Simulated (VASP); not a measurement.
# O in VASP: notebook

The runs below take O through electric field gradients, with PBE.

Program: VASP 6.6.1. These are calculated values, not measurements. Logs are shortened: lines on timing, memory, paths and dates and some standing lists are left out, and cuts for length are marked.

**1. The cell of the first run**

It takes space group C2/m (No. 12, monoclinic). The conventional cell has a = 5.486 Å, b = 3.482 Å, c = 4.147 Å, α = 90.00°, β = 118.76°, γ = 90.00°. Within 1.5 Å of O (site symmetry m) lie 1 O at 1.12 Å.

**2. Electric field gradients, PBE (z stretched by -3 % at fixed volume)**

File INCAR:

```
PREC = Accurate ; ENCUT = 520
EDIFF = 1E-8 ; ISMEAR = -1
SIGMA = 0.02 ; LREAL = False
LASPH = True ; NELM = 100
ALGO = Normal ; ISIF = 2
LWAVE = False ; LCHARG = False
GGA = PE ; LEFG = True
NBANDS = 13
```

File KPOINTS:

```
Automatic mesh
0
Gamma
  10 10 7
```

File POSCAR:

```
O
1.0
    2.7429576650     -1.7408110001      0.0000000000
    2.7429576650      1.7408110001      0.0000000000
   -1.9951450610      0.0000000000      3.6355503000
O
2
Direct
    0.0640000000      0.0640000000      0.1530000000
    0.9360000000      0.9360000000      0.8470000000
```

Potentials or basis: VASP PAW PBE potentials, release 64 (O).

On the command line:

```
$ cat potpaw_PBE.64/O/POTCAR > POTCAR
$ mpirun -np 1 vasp_std > vasp.out
```

OUTCAR:

```text
PREC = Accurate
   ENCUT = 520
   EDIFF = 1E-8
   ISMEAR = -1
   LREAL = False
   LASPH = True
   NELM = 100
   ISIF = 2
   GGA = PE

 ion  position               nearest neighbor table
   1  0.064  0.064  0.153-   2 1.12
   2  0.936  0.936  0.847-   1 1.12

  LATTYP: Found a base centered monoclinic cell.
 ALAT       =     5.4859153300
 B/A-ratio  =     0.6346474181
 C/A-ratio  =     0.7559406903
 COS(beta)  =    -0.4811025448

  Lattice vectors:

 A1 = (   2.7429576650,  -1.7408110001,   0.0000000000)
 A2 = (   2.7429576650,   1.7408110001,   0.0000000000)
 A3 = (  -1.9951450610,   0.0000000000,   3.6355503000)

Analysis of symmetry for initial positions (statically):
=====================================================================
 Subroutine PRICEL returns:
 Original cell was already a primitive cell.

 Routine SETGRP: Setting up the symmetry group for a
 base centered monoclinic supercell.

 Subroutine GETGRP returns: Found  4 space group operations
 (whereof  4 operations were pure point group operations)
 out of a pool of  4 trial point group operations.

The static configuration has the point symmetry C_2h.

Analysis of symmetry for dynamics (positions and initial velocities):
=====================================================================
 Subroutine PRICEL returns:
 Original cell was already a primitive cell.

 Routine SETGRP: Setting up the symmetry group for a
 base centered monoclinic supercell.

 Subroutine GETGRP returns: Found  4 space group operations
 (whereof  4 operations were pure point group operations)
 out of a pool of  4 trial point group operations.

The dynamic configuration has the point symmetry C_2h.

 Subroutine INISYM returns: Found  4 space group operations
 (whereof  4 operations are pure point group operations),
 and found     1 'primitive' translations

----------------------------------------------------------------------------------------

                                     Primitive cell

  volume of cell :      34.7193

  direct lattice vectors                    reciprocal lattice vectors
     2.742957665 -1.740811000  0.000000000     0.182284986 -0.287222450  0.100035747
     2.742957665  1.740811000  0.000000000     0.182284986  0.287222450  0.100035747
    -1.995145061  0.000000000  3.635550300     0.000000000  0.000000000  0.275061522

  length of vectors
     3.248728935  3.248728935  4.147026621     0.354586664  0.354586664  0.275061522

  position of ions in fractional coordinates (direct lattice)
     0.064000000  0.064000000  0.153000000
     0.936000000  0.936000000  0.847000000

  ion indices of the primitive-cell ions
   primitive index   ion index
                 1           1
                 2           2

----------------------------------------------------------------------------------------

 KPOINTS: Automatic mesh

Automatic generation of k-mesh.
 Grid dimensions read from file:
 generate k-points for:   10   10    7

 Generating k-lattice:

  Cartesian coordinates                     Fractional coordinates (reciprocal lattice)
     0.018228499 -0.028722245  0.010003575     0.100000000 -0.000000000  0.000000000
     0.018228499  0.028722245  0.010003575    -0.000000000  0.100000000  0.000000000
     0.000000000  0.000000000  0.039294503     0.000000000  0.000000000  0.142857143

  Length of vectors
     0.035458666  0.035458666  0.039294503

  Shift w.r.t. Gamma in fractional coordinates (k-lattice)
     0.000000000  0.000000000  0.000000000

 Subroutine IBZKPT returns following result:
 ===========================================

 Found    196 irreducible k-points:

 Following reciprocal coordinates:
            Coordinates               Weight
  0.000000  0.000000  0.000000      1.000000
  0.100000  0.000000  0.000000      4.000000
  0.200000  0.000000  0.000000      4.000000
  0.300000  0.000000  0.000000      4.000000
  0.400000  0.000000  0.000000      4.000000
  0.500000  0.000000  0.000000      2.000000
[... 16 lines left out ...]
  0.300000  0.300000  0.000000      2.000000
  0.400000  0.300000  0.000000      4.000000
 [... further k-points ...]
   k-points           NKPTS =    196   k-points in BZ     NKDIM =    196   number of bands    NBANDS=     13
   number of dos      NEDOS =    301   number of ions     NIONS =      2
   total plane-waves  NPLWV =  18432
   dimension x,y,z NGX =    24 NGY =   24 NGZ =   32
   dimension x,y,z NGXF=    48 NGYF=   48 NGZF=   64
   ions per type =               2
   NGX,Y,Z   is equivalent  to a cutoff of  12.28, 12.28, 12.83 a.u.
   NGXF,Y,Z  is equivalent  to a cutoff of  24.56, 24.56, 25.66 a.u.
 SYSTEM =  unknown system
   PREC   = accura    normal or accurate (medium, high low for compatibility)
   ISTART =      0    job   : 0-new  1-cont  2-samecut
   ICHARG =      2    charge: 1-file 2-atom 10-const
   ISPIN  =      1    spin polarized calculation?
   LNONCOLLINEAR =      F non collinear calculations
   LSORBIT =      F    spin-orbit coupling
   LASPH  =      T    aspherical Exc in radial PAW
   ENCUT  =  520.0 eV  38.22 Ry    6.18 a.u.   6.04  6.04  7.71*2*pi/ulx,y,z
   NELM   =    100;   NELMIN=  2; NELMDL= -5     # of ELM steps
   EDIFF  = 0.1E-07   stopping-criterion for ELM
   LREAL  =      F    real-space projection
   EDIFFG = 0.1E-06   stopping-criterion for IOM
   NSW    =      0    number of steps for IOM
   IBRION =     -1    ionic relax: 0-MD 1-quasi-New 2-CG
   NFREE  =      0    steps in history (QN), initial steepest desc. (CG)
   ISIF   =      2    stress and relaxation
   ISYM   =      2    0-nonsym 1-usesym 2-fastsym
   POTIM  = 0.5000    time-step for ionic-motion
   TEBEG  =    0.0;   TEEND  =   0.0 temperature during run
   PSTRESS=    0.0 pullay stress
   NELECT =      12.0000    total number of electrons
   NUPDOWN=      -1.0000    fix difference up-down
   EMIN   =  10.00;   EMAX   =-10.00  energy-range for DOS
   EFERMI =   0.00;   METHOD = LEGACY
   ISMEAR =    -1;   SIGMA  =   0.02  broadening in eV -4-tet -1-fermi 0-gaus
   EFERMI_NEDOS =   21; number of points for ismear=-14 and -15
   IALGO  =     38    algorithm
   IMIX   =      4    mixing-type and parameters
     AMIX     =   0.40;   BMIX     =  1.00
     AMIX_MAG =   1.60;   BMIX_MAG =  1.00
  volume/ion in A,a.u.               =      17.36       117.15
  Fermi-wavevector in a.u.,A,eV,Ry     =   1.148890  2.171086 17.958972  1.319947
  Thomas-Fermi vector in A             =   2.285562
   LORBIT       =      0    0 simple, 1 ext, 2 COOP (PROOUT), +10 PAW based schemes
   GGA     = PE    functional components
   LHFCALC =     F    Hartree Fock is set to
   AEXX    =    0.0000 exact exchange contribution
   IVDW    =     0    specifies the selected vdW correction
   LEPSILON=     F    determine dielectric tensor
   LRPA    =     F    only Hartree local field effects (RPA)
 non-spin polarized calculation
  energy-cutoff  :      520.00
  volume of cell :       34.72
 maximum number of plane-waves:       953
   NGX = 13   NGY = 13   NGZ = 15

 number of electron      12.0000006 magnetization

 Free energy of the ion-electron system (eV)
  ---------------------------------------------------
  ext. energy  EPLUGINS =         0.00000000
  ---------------------------------------------------
  free energy    TOTEN  =        -8.50168142 eV

  energy without entropy =       -8.49620664  energy(sigma->0) =       -8.49894403

 E-fermi :  -1.0075     XC(G=0):  -7.3508

 val. band max:       -1.0096209785   @ k =   0.5000   0.3000   0.4286
 cond. band min:      -1.0026436235   @ k =  -0.2000   0.4000   0.2857
 fundamental gap:      0.0069773550
 Fermi energy:        -1.0075498586

 k-point     1 :       0.0000    0.0000    0.0000
  band No.  band energies     occupation
      1     -31.0483      2.00000
      2     -14.8781      2.00000
      3     -10.0325      2.00000
      4      -9.4608      2.00000
      5      -9.4086      2.00000
      6      -0.8521      0.00084
      7      -0.7184      0.00000
      8       4.6715      0.00000
      9      11.5790      0.00000
     10      12.0682      0.00000
     11      15.0555      0.00000
     12      15.5458      0.00000
     13      16.8490      0.00000
[... 353 lines left out ...]
 k-point    24 :       0.4000    0.3000    0.0000
  band No.  band energies     occupation
      1     -30.9760      2.00000
      2     -15.0049      2.00000
      3     -10.1033      2.00000
      4      -9.7382      2.00000
      5      -9.1683      2.00000
      6      -1.5276      2.00000
      7      -0.8008      0.00006
      8       6.9097      0.00000
      9      10.2885      0.00000
     10      11.4446      0.00000
     11      12.0786      0.00000
     12      15.1010      0.00000
     13      15.5695      0.00000

 [... further k-points ...]

------------------------ aborting loop because EDIFF is reached ----------------------------------------

  FORCE on cell =-STRESS in cart. coord.  units (eV):
  Direction    XX          YY          ZZ          XY          YZ          ZX
  --------------------------------------------------------------------------------------
  -------------------------------------------------------------------------------------
  Total       -1.0102260     -0.7318606     14.2880090      0.0000000      0.0000000      0.9547861
  in kB      -46.6184961    -33.7728785    659.3430272      0.0000000      0.0000000     44.0601328
  external PRESSURE =     192.9838842 kB  Pullay stress =       0.0000000 kB

 VOLUME and BASIS-vectors are now :
 -----------------------------------------------------------------------------
  energy-cutoff  :      520.00
  volume of cell :       34.72
      direct lattice vectors                 reciprocal lattice vectors
     2.742957665 -1.740811000  0.000000000     0.182284986 -0.287222450  0.100035747
     2.742957665  1.740811000  0.000000000     0.182284986  0.287222450  0.100035747
    -1.995145061  0.000000000  3.635550300     0.000000000  0.000000000  0.275061522

 POSITION                                       TOTAL-FORCE (eV/Angst)
 -----------------------------------------------------------------------------------
      0.04584      0.00000      0.55624         0.849591      0.000000     12.951224
      3.44493      0.00000      3.07931        -0.849591      0.000000    -12.951224
 -----------------------------------------------------------------------------------
    total drift:                               -0.000000     -0.000000      0.000000

  FREE ENERGIE OF THE ION-ELECTRON SYSTEM (eV)
  ---------------------------------------------------
  free  energy   TOTEN  =        -8.5016814150 eV

  energy  without entropy=       -8.4962066401  energy(sigma->0) =       -8.49894403

 Electric field gradients (V/A^2)
---------------------------------------------------------------------
 ion       V_xx      V_yy      V_zz      V_xy      V_xz      V_yz
---------------------------------------------------------------------
   1     -44.830   -57.625   102.455     0.000    11.926    -0.000
   2     -44.830   -57.625   102.455     0.000    11.926    -0.000
---------------------------------------------------------------------

 Electric field gradients after diagonalization (V/A^2)
 (convention: |V_zz| > |V_xx| > |V_yy|)
----------------------------------------------------------------------
 ion       V_xx      V_yy      V_zz     asymmetry (V_yy - V_xx)/ V_zz
----------------------------------------------------------------------
   1     -57.625   -45.789   103.414       0.114
   2     -57.625   -45.789   103.414       0.114
----------------------------------------------------------------------

           NMR quadrupolar parameters

 Cq : quadrupolar parameter    Cq=e*Q*V_zz/h
 eta: asymmetry parameters     (V_yy - V_xx)/ V_zz
 Q  : nuclear electric quadrupole moment in mb (millibarn)
----------------------------------------------------------------------
 ion       Cq(MHz)       eta       Q (mb)
----------------------------------------------------------------------
   1       0.250       0.114       1.000
   2       0.250       0.114       1.000
----------------------------------------------------------------------
```

Wall time 81 s (1 thread of Oxide Virtual Turin-like, shared host); peak memory 0.16 GiB.

Results:

```yaml
Free_energy: -8.5017 eV
Pressure: 19.3 GPa
Largest_force: 12.979 eV/Å
Band_gap_on_the_k_mesh: zero (bands 6 and 7 overlap by 0.56 eV)
Largest_electric_field_gradient_by_atom: O +103.4 V/Å²
```

Forces in eV/Å, atoms in the order of the input:
```
O     0.850   0.000  12.951
O    -0.850   0.000 -12.951
```

Electric field gradients, principal values (V/Å²):
| atom | least | middle | greatest (by size) |
| --- | --- | --- | --- |
| 1 O | -45.789 | -57.625 | 103.414 |
| 2 O | -45.789 | -57.625 | 103.414 |

Caveat: the standard files for N, O and F lose accuracy on very short bonds; spin is off for a triplet molecule; the stress differs along the axes, from -5 to 66 GPa; this functional lacks dispersion, which holds the molecules together, so the pressure and a relaxed volume are unreliable; without QUAD_EFG the Cq values of the log hold for a quadrupole moment of 1 mb, not for the nuclei; forces of over 1 eV/Å act on the atoms, so gaps and moduli don't describe the material at rest.

(Part 1 of 2 ends here.)
